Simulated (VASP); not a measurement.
# La16CO24 (a cell with a defect) in VASP: relaxation of the atoms with PBE

Aim: the relaxation of the atoms of La16CO24 (a cell with a defect) with PBE.

Everything below comes from runs of VASP 6.6.1. Logs are shortened: lines on timing, memory, paths and dates and some standing lists are left out, and cuts for length are marked.

## (1) The cell of the first run

The cell holds a defect, 41 atoms: a = 7.881 Å, b = 7.881 Å, c = 12.376 Å, α = 90.00°, β = 90.00°, γ = 120.00°.

## (2) Relaxation of the atoms, PBE

INCAR

```
SYSTEM = La16CO24
PREC = Accurate ; ENCUT = 520
EDIFF = 1E-6 ; ISMEAR = -1
SIGMA = 0.01 ; LREAL = Auto
LASPH = .TRUE. ; NELM = 100
ALGO = Normal ; ISIF = 2
LWAVE = .FALSE. ; LCHARG = .FALSE.
GGA = PE ; IBRION = 2
NSW = 90 ; EDIFFG = -0.02
LUSENCCL = .FALSE.
```

KPOINTS

```
Automatic mesh
0
G
  1 1 1
  0 0 0
```

POSCAR

```
La16CO24
1.0
    7.8811453700     -0.0000000600      0.0000000000
   -3.9405726400      6.8252721300      0.0000000000
    0.0000000000      0.0000000000     12.3757188400
La O C
16 24 1
Direct
    0.3333333300      0.1666666700      0.3763146100
    0.1666666700      0.3333333300      0.1236853900
    0.3333333300      0.1666666700      0.8763146100
    0.1666666700      0.3333333300      0.6236853900
    0.3333333300      0.6666666700      0.3763146100
    0.1666666700      0.8333333300      0.1236853900
    0.3333333300      0.6666666700      0.8763146100
    0.1666666700      0.8333333300      0.6236853900
    0.8333333300      0.1666666700      0.3763146100
    0.6666666700      0.3333333300      0.1236853900
    0.8333333300      0.1666666700      0.8763146100
    0.6666666700      0.3333333300      0.6236853900
    0.8333333300      0.6666666700      0.3763146100
    0.6666666700      0.8333333300      0.1236853900
    0.8333333300      0.6666666700      0.8763146100
    0.6666666700      0.8333333300      0.6236853900
    0.3333333300      0.1666666700      0.1773438600
    0.1666666700      0.3333333300      0.3226561400
    0.0000000000      0.0000000000      0.0000000000
    0.3333333300      0.1666666700      0.6773438600
    0.1666666700      0.3333333300      0.8226561400
    0.0000000000      0.0000000000      0.5000000000
    0.3333333300      0.6666666700      0.1773438600
    0.1666666700      0.8333333300      0.3226561400
    0.0000000000      0.5000000000      0.0000000000
    0.3333333300      0.6666666700      0.6773438600
    0.1666666700      0.8333333300      0.8226561400
    0.0000000000      0.5000000000      0.5000000000
    0.8333333300      0.1666666700      0.1773438600
    0.6666666700      0.3333333300      0.3226561400
    0.5000000000      0.0000000000      0.0000000000
    0.8333333300      0.1666666700      0.6773438600
    0.6666666700      0.3333333300      0.8226561400
    0.5000000000      0.0000000000      0.5000000000
    0.8333333300      0.6666666700      0.1773438600
    0.6666666700      0.8333333300      0.3226561400
    0.5000000000      0.5000000000      0.0000000000
    0.8333333300      0.6666666700      0.6773438600
    0.6666666700      0.8333333300      0.8226561400
    0.5000000000      0.5000000000      0.5000000000
    0.0000000000      0.0000000000      0.2500000000
```

Potentials or basis: VASP PAW PBE potentials, release 64 (La, O, C).

Run with:

```sh
> cat potpaw_PBE.64/La/POTCAR potpaw_PBE.64/O/POTCAR potpaw_PBE.64/C/POTCAR > POTCAR
> mpirun -np 1 vasp_gam > vasp.out
```

OUTCAR:

```text
SYSTEM = La16CO24
   PREC = Accurate
   ENCUT = 520
   EDIFF = 1E-6
   ISMEAR = -1
   LREAL = Auto
   LASPH = .TRUE.
   NELM = 100
   ISIF = 2
   GGA = PE
   IBRION = 2
   NSW = 90
   EDIFFG = -0.02

 ion  position               nearest neighbor table
   1  0.333  0.167  0.376-  18 2.37  30 2.37  24 2.37  17 2.46  22 2.74  40 2.74  34 2.74  41 2.76

   2  0.167  0.333  0.124-  17 2.37  29 2.37  23 2.37  18 2.46  37 2.74  19 2.74  25 2.74  41 2.76

   3  0.333  0.167  0.876-  21 2.37  33 2.37  27 2.37  20 2.46  19 2.74  37 2.74  31 2.74
   4  0.167  0.333  0.624-  20 2.37  32 2.37  26 2.37  21 2.46  40 2.74  22 2.74  28 2.74
   5  0.333  0.667  0.376-  24 2.37  36 2.37  18 2.37  23 2.46  28 2.74  34 2.74  40 2.74
   6  0.167  0.833  0.124-  23 2.37  35 2.37  17 2.37  24 2.46  31 2.74  25 2.74  19 2.74  41 2.76
[... 25 lines left out ...]
  28  0.000  0.500  0.500-   5 2.74  12 2.74   9 2.74   8 2.74   4 2.74  13 2.74
  29  0.833  0.167  0.177-  10 2.37   2 2.37  14 2.37   9 2.46
  30  0.667  0.333  0.323-   9 2.37   1 2.37  13 2.37  10 2.46
  31  0.500  0.000  0.000-   6 2.74  11 2.74  10 2.74   7 2.74   3 2.74  14 2.74
  32  0.833  0.167  0.677-  12 2.37   4 2.37  16 2.37  11 2.46
  33  0.667  0.333  0.823-  11 2.37   3 2.37  15 2.37  12 2.46
  34  0.500  0.000  0.500-   8 2.74   9 2.74   5 2.74  12 2.74   1 2.74  16 2.74
  35  0.833  0.667  0.177-  14 2.37   6 2.37  10 2.37  13 2.46
  36  0.667  0.833  0.323-  13 2.37   5 2.37   9 2.37  14 2.46
  37  0.500  0.500  0.000-   2 2.74  15 2.74  14 2.74   3 2.74   7 2.74  10 2.74
  38  0.833  0.667  0.677-  16 2.37   8 2.37  12 2.37  15 2.46
  39  0.667  0.833  0.823-  15 2.37   7 2.37  11 2.37  16 2.46
  40  0.500  0.500  0.500-   4 2.74  13 2.74   1 2.74  16 2.74   5 2.74  12 2.74
  41  0.000  0.000  0.250-   1 2.76  14 2.76  13 2.76   2 2.76   6 2.76   9 2.76

  LATTYP: Found a hexagonal cell.
 ALAT       =     7.8811453700
 C/A-ratio  =     1.5702944507

  Lattice vectors:

 A1 = (   7.8811453700,  -0.0000000600,   0.0000000000)
 A2 = (  -3.9405726400,   6.8252721300,   0.0000000000)
 A3 = (   0.0000000000,   0.0000000000,  12.3757188400)

Analysis of symmetry for initial positions (statically):
=====================================================================
 Subroutine PRICEL returns:
 Original cell was already a primitive cell.

 Routine SETGRP: Setting up the symmetry group for a
 hexagonal supercell.

 Subroutine GETGRP returns: Found 12 space group operations
 (whereof  6 operations were pure point group operations)
 out of a pool of 24 trial point group operations.

The static configuration has the point symmetry C_3v.
 The point group associated with its full space group is D_3d.

Analysis of symmetry for dynamics (positions and initial velocities):
=====================================================================
 Subroutine PRICEL returns:
 Original cell was already a primitive cell.

 Routine SETGRP: Setting up the symmetry group for a
 hexagonal supercell.

 Subroutine GETGRP returns: Found 12 space group operations
 (whereof  6 operations were pure point group operations)
 out of a pool of 24 trial point group operations.

The dynamic configuration has the point symmetry C_3v.
 The point group associated with its full space group is D_3d.

 Subroutine INISYM returns: Found 12 space group operations
 (whereof  6 operations are pure point group operations),
 and found     1 'primitive' translations

----------------------------------------------------------------------------------------

                                     Primitive cell

  volume of cell :     665.7018

  direct lattice vectors                    reciprocal lattice vectors
     7.881145370 -0.000000060  0.000000000     0.126885111  0.073257152 -0.000000000
    -3.940572640  6.825272130  0.000000000     0.000000001  0.146514305 -0.000000000
     0.000000000  0.000000000 12.375718840    -0.000000000 -0.000000000  0.080803387

  length of vectors
     7.881145370  7.881145372 12.375718840     0.146514305  0.146514305  0.080803387

[... 91 lines left out ...]
Automatic generation of k-mesh.
 Grid dimensions read from file:
 generate k-points for:    1    1    1

 Generating k-lattice:

  Cartesian coordinates                     Fractional coordinates (reciprocal lattice)
     0.126885111  0.073257152 -0.000000000     1.000000000  0.000000000  0.000000000
     0.000000001  0.146514305 -0.000000000     0.000000000  1.000000000  0.000000000
    -0.000000000 -0.000000000  0.080803387     0.000000000  0.000000000  1.000000000

  Length of vectors
     0.146514305  0.146514305  0.080803387

  Shift w.r.t. Gamma in fractional coordinates (k-lattice)
     0.000000000  0.000000000  0.000000000

 Subroutine IBZKPT returns following result:
 ===========================================

 Found      1 irreducible k-points:

 Following reciprocal coordinates:
            Coordinates               Weight
  0.000000  0.000000  0.000000      1.000000
   k-points           NKPTS =      1   k-points in BZ     NKDIM =      1   number of bands    NBANDS=    194
   number of dos      NEDOS =    301   number of ions     NIONS =     41
   total plane-waves  NPLWV = 345600
   dimension x,y,z NGX =    60 NGY =   60 NGZ =   96
   dimension x,y,z NGXF=   120 NGYF=  120 NGZF=  192
   ions per type =              16  24   1
   NGX,Y,Z   is equivalent  to a cutoff of  12.66, 12.66, 12.90 a.u.
   NGXF,Y,Z  is equivalent  to a cutoff of  25.31, 25.31, 25.79 a.u.
 SYSTEM =  La16CO24
   PREC   = accura    normal or accurate (medium, high low for compatibility)
   ISTART =      0    job   : 0-new  1-cont  2-samecut
   ICHARG =      2    charge: 1-file 2-atom 10-const
   ISPIN  =      1    spin polarized calculation?
   LNONCOLLINEAR =      F non collinear calculations
   LSORBIT =      F    spin-orbit coupling
   LASPH  =      T    aspherical Exc in radial PAW
   ENCUT  =  520.0 eV  38.22 Ry    6.18 a.u.  14.65 14.65 23.01*2*pi/ulx,y,z
   NELM   =    100;   NELMIN=  2; NELMDL= -5     # of ELM steps
   EDIFF  = 0.1E-05   stopping-criterion for ELM
   LREAL  =      T    real-space projection
   EDIFFG = -.2E-01   stopping-criterion for IOM
   NSW    =     90    number of steps for IOM
   IBRION =      2    ionic relax: 0-MD 1-quasi-New 2-CG
   NFREE  =      1    steps in history (QN), initial steepest desc. (CG)
   ISIF   =      2    stress and relaxation
   ISYM   =      2    0-nonsym 1-usesym 2-fastsym
   POTIM  = 0.5000    time-step for ionic-motion
   TEBEG  =    0.0;   TEEND  =   0.0 temperature during run
   PSTRESS=    0.0 pullay stress
   NELECT =     324.0000    total number of electrons
   NUPDOWN=      -1.0000    fix difference up-down
   EMIN   =  10.00;   EMAX   =-10.00  energy-range for DOS
   EFERMI =   0.00;   METHOD = LEGACY
   ISMEAR =    -1;   SIGMA  =   0.01  broadening in eV -4-tet -1-fermi 0-gaus
   EFERMI_NEDOS =   21; number of points for ismear=-14 and -15
   IALGO  =     38    algorithm
   IMIX   =      4    mixing-type and parameters
     AMIX     =   0.40;   BMIX     =  1.00
     AMIX_MAG =   1.60;   BMIX_MAG =  1.00
  volume/ion in A,a.u.               =      16.24       109.57
  Fermi-wavevector in a.u.,A,eV,Ry     =   1.287745  2.433485 22.562372  1.658288
  Thomas-Fermi vector in A             =   2.419741
   LORBIT       =      0    0 simple, 1 ext, 2 COOP (PROOUT), +10 PAW based schemes
   GGA     = PE    functional components
   LHFCALC =     F    Hartree Fock is set to
   AEXX    =    0.0000 exact exchange contribution
   IVDW    =     0    specifies the selected vdW correction
   LEPSILON=     F    determine dielectric tensor
   LRPA    =     F    only Hartree local field effects (RPA)
 conjugate gradient relaxation of ions
 non-spin polarized calculation
  energy-cutoff  :      520.00
  volume of cell :      665.70
 maximum number of plane-waves:      8979
 NGX is ok and might be reduce to    60
   NGX = 29   NGY = 29   NGZ = 47

--------------------------------------- Ionic step        1  -------------------------------------------

 number of electron     323.9999903 magnetization

 Free energy of the ion-electron system (eV)
  ---------------------------------------------------
  ext. energy  EPLUGINS =         0.00000000
  ---------------------------------------------------
  free energy    TOTEN  =      -334.30146705 eV

  energy without entropy =     -334.30146705  energy(sigma->0) =     -334.30146705

------------------------ aborting loop because EDIFF is reached ----------------------------------------

  FORCE on cell =-STRESS in cart. coord.  units (eV):
  Direction    XX          YY          ZZ          XY          YZ          ZX
  --------------------------------------------------------------------------------------
  -------------------------------------------------------------------------------------
  Total        6.7144139      6.7144139      6.6600432     -0.0000000      0.0000000     -0.0000000
  in kB       16.1599104     16.1599104     16.0290537     -0.0000000      0.0000000     -0.0000000
  external PRESSURE =      16.1162915 kB  Pullay stress =       0.0000000 kB
[... 206 lines left out ...]
  FREE ENERGIE OF THE ION-ELECTRON SYSTEM (eV)
  ---------------------------------------------------
  free  energy   TOTEN  =      -334.5025469803 eV

  energy  without entropy=     -334.5025469803  energy(sigma->0) =     -334.50254698

[... ionic steps 4 to 17 ...]

--------------------------------------- Ionic step       18  -------------------------------------------

 number of electron     323.9999954 magnetization

------------------------ aborting loop because EDIFF is reached ----------------------------------------
[... 145 lines left out ...]
--------------------------------------- Ionic step       20  -------------------------------------------

 number of electron     323.9999955 magnetization

 Free energy of the ion-electron system (eV)
  ---------------------------------------------------
  ext. energy  EPLUGINS =         0.00000000
  ---------------------------------------------------
  free energy    TOTEN  =      -334.63454277 eV

  energy without entropy =     -334.63454277  energy(sigma->0) =     -334.63454277

 E-fermi :   7.5852     XC(G=0): -10.4744

 val. band max:        7.3363965013   @ k =   0.0000   0.0000   0.0000
 cond. band min:       8.1466540034   @ k =   0.0000   0.0000   0.0000
 fundamental gap:      0.8102575022
 Fermi energy:         7.5852491547

 k-point     1 :       0.0000    0.0000    0.0000
  band No.  band energies     occupation
      1     -23.9512      2.00000
      2     -23.8499      2.00000
      3     -23.8372      2.00000
      4     -23.7735      2.00000
      5     -23.7735      2.00000
      6     -23.7662      2.00000
[... 166 lines left out ...]
    173      10.4875      0.00000
    174      10.5665      0.00000
 [bands above 174 left out]

------------------------ aborting loop because EDIFF is reached ----------------------------------------

  FORCE on cell =-STRESS in cart. coord.  units (eV):
  Direction    XX          YY          ZZ          XY          YZ          ZX
  --------------------------------------------------------------------------------------
  -------------------------------------------------------------------------------------
  Total        4.8108948      4.8108948      6.4106889     -0.0000000      0.0000000     -0.0000000
  in kB       11.5786172     11.5786172     15.4289206     -0.0000000      0.0000000     -0.0000000
  external PRESSURE =      12.8620517 kB  Pullay stress =       0.0000000 kB
[... 56 lines left out ...]
  FREE ENERGIE OF THE ION-ELECTRON SYSTEM (eV)
  ---------------------------------------------------
  free  energy   TOTEN  =      -334.6345427661 eV

  energy  without entropy=     -334.6345427661  energy(sigma->0) =     -334.63454277

 reached required accuracy - stopping structural energy minimisation
```

Wall time 18 min (1 × NVIDIA H100 80GB with 1 thread of AMD EPYC 7R13 (Zen 3), shared host); peak memory 1.6 GiB.

Results:

- Free energy: -334.6345 eV
- Energy gained by relaxing: 8.1 meV/atom
- Ionic steps: 20
- Pressure after relaxing: 1.3 GPa
- Largest force after relaxing: 0.013 eV/Å
- Band gap on the k mesh: 0.81 eV

Forces in eV/Å, atoms in the order of the input:
```
La   0.005  0.003  0.007
La   0.000  0.006 -0.007
La  -0.005 -0.003 -0.004
La   0.000 -0.006  0.004
La   0.000  0.000 -0.003
La   0.005 -0.003 -0.007
La   0.000  0.000  0.013
La  -0.005  0.003  0.004
La  -0.005  0.003  0.007
La   0.000  0.000  0.003
La   0.005 -0.003 -0.004
La   0.000  0.000 -0.013
La   0.000 -0.006  0.007
La  -0.005 -0.003 -0.007
La   0.000  0.006 -0.004
La   0.005  0.003  0.004
O    0.002  0.001 -0.003
O    0.000  0.002  0.003
O    0.000  0.000  0.001
O    0.000  0.000 -0.003
O    0.000  0.000  0.003
O    0.000  0.000 -0.001
O    0.000  0.000 -0.013
O    0.002 -0.001  0.003
O    0.003  0.002  0.002
O    0.000  0.000 -0.005
O    0.000  0.000  0.003
O   -0.003 -0.002 -0.002
O   -0.002  0.001 -0.003
O    0.000  0.000  0.013
O    0.000 -0.003  0.002
O    0.000  0.000 -0.003
O    0.000  0.000  0.005
O    0.000  0.003 -0.002
O    0.000 -0.002 -0.003
O   -0.002 -0.001  0.003
O   -0.003  0.002  0.002
O    0.000  0.000 -0.003
O    0.000  0.000  0.003
O    0.003 -0.002 -0.002
C    0.000  0.000  0.000
```

The path:
```csv
step,energy change (eV),largest force (eV/Å),pressure (GPa)
1,0.0000,0.6838,1.61
2,-0.1893,0.4878,1.28
3,-0.2011,0.4267,1.18
4,-0.2556,0.2440,1.24
5,-0.2826,0.2490,1.35
6,-0.3026,0.1334,1.35
7,-0.3032,0.1065,1.36
8,-0.3078,0.0644,1.33
9,-0.3103,0.0709,1.29
10,-0.3145,0.0474,1.32
11,-0.3153,0.0810,1.34
12,-0.3186,0.0609,1.31
13,-0.3239,0.0607,1.25
14,-0.3281,0.0342,1.27
15,-0.3299,0.0509,1.29
16,-0.3319,0.0407,1.29
17,-0.3321,0.0414,1.29
18,-0.3327,0.0286,1.29
19,-0.3328,0.0279,1.29
20,-0.3331,0.0134,1.29
```

Final structure:
```
La O C
1.0
     7.88115    0.00000    0.00000
    -3.94057    6.82527    0.00000
     0.00000    0.00000   12.37572
La O C
16 24 1
Cartesian
  1.9388 1.1194 4.7012
  0.0000 2.2388 1.4867
  1.9858 1.1465 10.8281
  0.0000 2.2930 7.7355
  0.0000 4.5502 4.6033
  -2.0018 5.7059 1.4867
  0.0000 4.5502 10.8498
  -1.9547 5.6788 7.7355
  5.9423 1.1194 4.7012
  3.9406 2.2751 1.5846
  5.8953 1.1465 10.8281
  3.9406 2.2751 7.7138
  3.9406 4.5865 4.7012
  2.0018 5.7059 1.4867
  3.9406 4.5322 10.8281
  1.9547 5.6788 7.7355
  1.9984 1.1538 2.2798
  0.0000 2.3076 3.9080
  0.0000 0.0000 12.2784
  1.9832 1.1450 8.3816
  0.0000 2.2900 10.1819
  0.0000 0.0000 6.2851
  0.0000 4.5502 2.0764
  -1.9422 5.6715 3.9080
  5.8165 3.3582 0.0013
  0.0000 4.5502 8.4780
  -1.9574 5.6803 10.1819
  -1.8759 3.4671 6.1865
  5.8827 1.1538 2.2798
  3.9406 2.2751 4.1115
  3.9406 0.1090 0.0013
  5.8979 1.1450 8.3816
  3.9406 2.2751 10.0855
  0.0000 6.7163 6.1865
  3.9406 4.5177 2.2798
  1.9422 5.6715 3.9080
  2.0647 3.3582 0.0013
  3.9406 4.5353 8.3816
  1.9574 5.6803 10.1819
  1.8759 3.4671 6.1865
  0.0000 0.0000 3.0939
```

Caveat: the k points lie up to 0.92 Å⁻¹ apart, too coarse for converged energies, forces and pressures; spin-orbit coupling is left out, which moves the levels of the heavy elements.
